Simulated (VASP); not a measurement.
Crystal: NaPdC.

```
Na Pd C
1.0
     3.30320    0.00000    0.00000
     0.00000    3.30320    0.00000
     0.00000    0.00000    5.46156
Na Pd C
1 1 1
Direct
  0.00000 0.00000 0.50000
  0.00000 0.00000 0.00000
  0.50000 0.50000 0.00000
```

The cell was built from a structure type or drawn by symmetry, and may not be a known phase.

| Quantity | Value |
| --- | --- |
| Program | VASP 6.6.1 |
| Task | relaxation of cell and atoms |
| Functional | PBE |
| Potentials or basis | VASP PAW PBE potentials, release 64 (Na_pv, Pd, C) |
| Cutoff | 600 eV |
| k mesh | 6 × 6 × 4 |
| Occupations | gaussian, width 0.1 eV |
| Spin | no spin polarisation |

At the start: pressure -12.1 GPa; volume 19.86 Å³/atom.

**Question.** How do energy, volume and symmetry change on relaxing?

**Answer.** Over 7 steps the energy falls by 256.5 meV/atom and the volume is 16.46 Å³/atom (-17.1 %); space group P4/mmm (No. 123, to 0.1 Å) before and after.

Step by step:
| step | energy change (eV) | largest force (eV/Å) | pressure (GPa) | volume (Å³) |
| --- | --- | --- | --- | --- |
| 1 | 0.0000 | 0.0000 | -12.05 | 59.59 |
| 2 | -0.7328 | 0.0000 | 5.10 | 47.41 |
| 3 | -0.7693 | 0.0000 | 0.19 | 49.11 |
| 4 | -0.7689 | 0.0000 | -0.29 | 49.30 |
| 5 | -0.7692 | 0.0000 | -0.38 | 49.41 |
| 6 | -0.7693 | 0.0000 | -0.43 | 49.48 |
| 7 | -0.7696 | 0.0000 | -0.16 | 49.38 |

Final structure:
```
Na Pd C
1.0
     3.00166    0.00000    0.00000
     0.00000    3.00166    0.00000
     0.00000    0.00000    5.48039
Na Pd C
1 1 1
Direct
  0.00000 0.00000 0.50000
  0.00000 0.00000 0.00000
  0.50000 0.50000 0.00000
```

Caveat: the volume moved by over 15 % at a fixed basis, so the end points are rough.
